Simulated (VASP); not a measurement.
Here is a VASP 6.6.1 calculation.

Contents of INCAR:

```
PREC = Accurate ; ENCUT = 520
EDIFF = 1E-7 ; ISMEAR = -1
SIGMA = 0.05 ; LREAL = False
LASPH = True ; NELM = 150
ALGO = Normal ; ISIF = 2
LWAVE = False ; LCHARG = False
ISPIN = 2 ; MAGMOM = 0.288
LORBIT = 11 ; LMAXMIX = 4
GGA = PE ; NBANDS = 15
```

KPOINTS

```
Automatic mesh
0
Gamma
  22 22 22
```

File POSCAR:

```
Pd
1.0
    0.0000000000      1.9737080107      1.9737080107
    1.9737080107      0.0000000000      1.9737080107
    1.9737080107      1.9737080107      0.0000000000
Pd
1
Direct
    0.0000000000      0.0000000000      0.0000000000
```

Potentials or basis: VASP PAW PBE potentials, release 64 (Pd).

Command:

```sh
$ cat potpaw_PBE.64/Pd/POTCAR > POTCAR
$ mpirun -np 1 vasp_std > vasp.out
```

Predict the site moments.

Pd +0.28 μB.

Predict the pressure.

-0.6 GPa.
